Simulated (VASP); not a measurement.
# Sb (P6_3/mmc) in VASP: a series of runs, part 2 of 2

VASP 6.6.1.

## Step 3: Electric field gradients, PBEsol (equal xx and yy strain of +1 %)

INCAR

```
  PREC = Accurate
  ENCUT = 520
  EDIFF = 1E-8
  ISMEAR = -1
  SIGMA = 0.05
  LREAL = False
  LASPH = True
  NELM = 100
  ALGO = Normal
  ISIF = 2
  LWAVE = False
  LCHARG = False
  GGA = PS
  LEFG = True
  NBANDS = 12
```

KPOINTS

```
regular mesh
0
Gamma
  12 12 7
```

POSCAR

```
Sb
1.0
    3.4026901813      0.0000000000      0.0000000000
   -1.7013450907      2.9468161382      0.0000000000
    0.0000000000      0.0000000000      5.3300000000
Sb
2
Direct
    0.3333333333      0.6666666667      0.2500000000
    0.6666666667      0.3333333333      0.7500000000
```

Potentials or basis: VASP PAW PBE potentials, release 64 (Sb).

The run is started by

```
$ cat potpaw_PBE.64/Sb/POTCAR > POTCAR
$ mpirun -np 1 vasp_std > vasp.out
```

OUTCAR:

```text
PREC = Accurate
   ENCUT = 520
   EDIFF = 1E-8
   ISMEAR = -1
   LREAL = False
   LASPH = True
   NELM = 100
   ISIF = 2
   GGA = PS

 ion  position               nearest neighbor table
   1  0.333  0.667  0.250-   2 3.31   2 3.31   2 3.31   2 3.31   2 3.31   2 3.31
   2  0.667  0.333  0.750-   1 3.31   1 3.31   1 3.31   1 3.31   1 3.31   1 3.31

  LATTYP: Found a hexagonal cell.
 ALAT       =     3.4026901813
 C/A-ratio  =     1.5664076704

  Lattice vectors:

 A1 = (   3.4026901813,   0.0000000000,   0.0000000000)
 A2 = (  -1.7013450907,   2.9468161382,   0.0000000000)
 A3 = (   0.0000000000,   0.0000000000,   5.3300000000)

Analysis of symmetry for initial positions (statically):
[... 35 lines left out ...]
                                     Primitive cell

  volume of cell :      53.4445

  direct lattice vectors                    reciprocal lattice vectors
     3.402690181  0.000000000  0.000000000     0.293885116  0.169674651  0.000000000
    -1.701345091  2.946816138  0.000000000     0.000000000  0.339349302  0.000000000
     0.000000000  0.000000000  5.330000000     0.000000000  0.000000000  0.187617261

  length of vectors
     3.402690181  3.402690181  5.330000000     0.339349302  0.339349302  0.187617261

  position of ions in fractional coordinates (direct lattice)
     0.333333333  0.666666667  0.250000000
     0.666666667  0.333333333  0.750000000

  ion indices of the primitive-cell ions
   primitive index   ion index
                 1           1
                 2           2

----------------------------------------------------------------------------------------

 KPOINTS: regular mesh

[... 130 lines left out ...]
      7      13.4116      0.00000
      8      14.5001      0.00000
      9      15.6790      0.00000
     10      17.2110      0.00000
     11      18.2729      0.00000
     12      18.2729      0.00000
[... 331 lines left out ...]
 k-point    24 :       0.3333   -0.0000    0.1429
  band No.  band energies     occupation
      1      -2.5678      2.00000
      2       0.5385      2.00000
      3       4.3052      2.00000
      4       5.7533      2.00000
      5       7.4874      2.00000
      6       9.1350      0.00001
      7      10.9968      0.00000
      8      12.2791      0.00000
      9      13.3765      0.00000
     10      15.6477      0.00000
     11      17.5682      0.00000
     12      18.2480      0.00000

 [... further k-points ...]
[... 5 lines left out ...]
  --------------------------------------------------------------------------------------
  -------------------------------------------------------------------------------------
  Total       -0.3913853     -0.3913853     -0.6964852      0.0000000     -0.0000000      0.0000000
  in kB      -11.7330924    -11.7330924    -20.8794866      0.0000000     -0.0000000      0.0000000
  external PRESSURE =     -14.7818905 kB  Pullay stress =       0.0000000 kB

 VOLUME and BASIS-vectors are now :
 -----------------------------------------------------------------------------
  energy-cutoff  :      520.00
  volume of cell :       53.44
      direct lattice vectors                 reciprocal lattice vectors
     3.402690181  0.000000000  0.000000000     0.293885116  0.169674651  0.000000000
    -1.701345091  2.946816138  0.000000000     0.000000000  0.339349302  0.000000000
     0.000000000  0.000000000  5.330000000     0.000000000  0.000000000  0.187617261

 POSITION                                       TOTAL-FORCE (eV/Angst)
 -----------------------------------------------------------------------------------
     -0.00000      1.96454      1.33250        -0.000000     -0.000000      0.000000
      1.70135      0.98227      3.99750         0.000000      0.000000      0.000000
 -----------------------------------------------------------------------------------
    total drift:                               -0.000000      0.000000      0.000000

  FREE ENERGIE OF THE ION-ELECTRON SYSTEM (eV)
  ---------------------------------------------------
  free  energy   TOTEN  =        -8.6781681203 eV

  energy  without entropy=       -8.6688076161  energy(sigma->0) =       -8.67348787

 Electric field gradients (V/A^2)
---------------------------------------------------------------------
 ion       V_xx      V_yy      V_zz      V_xy      V_xz      V_yz
---------------------------------------------------------------------
   1     -10.122   -10.122    20.244     0.000     0.000    -0.000
   2     -10.122   -10.122    20.244     0.000    -0.000     0.000
---------------------------------------------------------------------

 Electric field gradients after diagonalization (V/A^2)
 (convention: |V_zz| > |V_xx| > |V_yy|)
----------------------------------------------------------------------
 ion       V_xx      V_yy      V_zz     asymmetry (V_yy - V_xx)/ V_zz
----------------------------------------------------------------------
   1     -10.122   -10.122    20.244       0.000
   2     -10.122   -10.122    20.244       0.000
----------------------------------------------------------------------

           NMR quadrupolar parameters

 Cq : quadrupolar parameter    Cq=e*Q*V_zz/h
 eta: asymmetry parameters     (V_yy - V_xx)/ V_zz
 Q  : nuclear electric quadrupole moment in mb (millibarn)
----------------------------------------------------------------------
 ion       Cq(MHz)       eta       Q (mb)
----------------------------------------------------------------------
   1       0.049       0.000       1.000
   2       0.049       0.000       1.000
----------------------------------------------------------------------
```

OSZICAR:

```text
N       E                     dE             d eps       ncg     rms          rms(c)
DAV:   1     0.326088382743E+02    0.32609E+02   -0.34919E+03  1824   0.655E+02
DAV:   2    -0.688556535626E+01   -0.39494E+02   -0.38359E+02  2424   0.108E+02
DAV:   3    -0.867651395493E+01   -0.17909E+01   -0.17494E+01  2328   0.250E+01
DAV:   4    -0.869196291145E+01   -0.15449E-01   -0.15444E-01  2096   0.267E+00
DAV:   5    -0.869211525419E+01   -0.15234E-03   -0.15234E-03  2192   0.306E-01    0.236E+00
DAV:   6    -0.868305297004E+01    0.90623E-02   -0.40286E-03  2020   0.301E-01    0.134E+00
DAV:   7    -0.867817697014E+01    0.48760E-02   -0.76135E-03  1904   0.414E-01    0.400E-02
DAV:   8    -0.867816897958E+01    0.79906E-05   -0.94724E-05  2224   0.707E-02    0.145E-02
DAV:   9    -0.867816917141E+01   -0.19183E-06   -0.16386E-06  2024   0.992E-03    0.355E-03
DAV:  10    -0.867816848080E+01    0.69061E-06   -0.29004E-07  2136   0.298E-03    0.308E-03
DAV:  11    -0.867816811575E+01    0.36505E-06   -0.71492E-09  1580   0.620E-04    0.219E-04
DAV:  12    -0.867816813049E+01   -0.14742E-07   -0.10474E-09  1160   0.233E-04    0.153E-04
DAV:  13    -0.867816811634E+01    0.14146E-07   -0.19598E-10  1060   0.107E-04    0.307E-05
DAV:  14    -0.867816812031E+01   -0.39697E-08   -0.50333E-11  1056   0.506E-05
   1 F= -.86781681E+01 E0= -.86734879E+01  d E =-.936050E-02
```

stdout:

```text
POSCAR found type information on POSCAR Sb
 POSCAR found :  1 types and       2 ions
 scaLAPACK will be used
 -----------------------------------------------------------------------------
|                                                                             |
|                                                                             |
|     You enforced a specific xc type in the INCAR file but a different       |
|     I HOPE YOU KNOW WHAT YOU ARE DOING!                                     |
|                                                                             |
 -----------------------------------------------------------------------------

 LDA part: xc-table for (Slater+PW92), standard interpolation
 POSCAR, INCAR and KPOINTS ok, starting setup
 FFT: planning ... GRIDC
 FFT: planning ... GRID_SOFT
 FFT: planning ... GRID
 WAVECAR not read
 entering main loop
ion   1

ion   2
```

Wall time 31 s (1 thread of Intel Xeon Platinum 8488C (Sapphire Rapids), shared host); peak memory 0.19 GiB.

Results:

```
Free energy            : -8.6782 eV
Pressure               : -1.5 GPa
Band gap on the k mesh : zero (band 5 reaches 12.31 eV, above the bottom of band 6 at 5.62 eV)
```

Stress tensor (GPa, compression positive):
```
-1.17  0.00  0.00
 0.00 -1.17  0.00
 0.00  0.00 -2.09
```

Electric field gradients, principal values (V/Å²):
```csv
atom,least,middle,greatest (by size)
1 Sb,-10.122,-10.122,20.244
2 Sb,-10.122,-10.122,20.244
```

Caveat: the cell differs from its parent crystal (equal xx and yy strain of +1 %); without QUAD_EFG the Cq values of the log hold for a quadrupole moment of 1 mb, not for the nuclei; the PAW data sets were made with another functional, which shifts forces and pressure a little; spin-orbit coupling is left out, which moves the levels of the heavy elements.
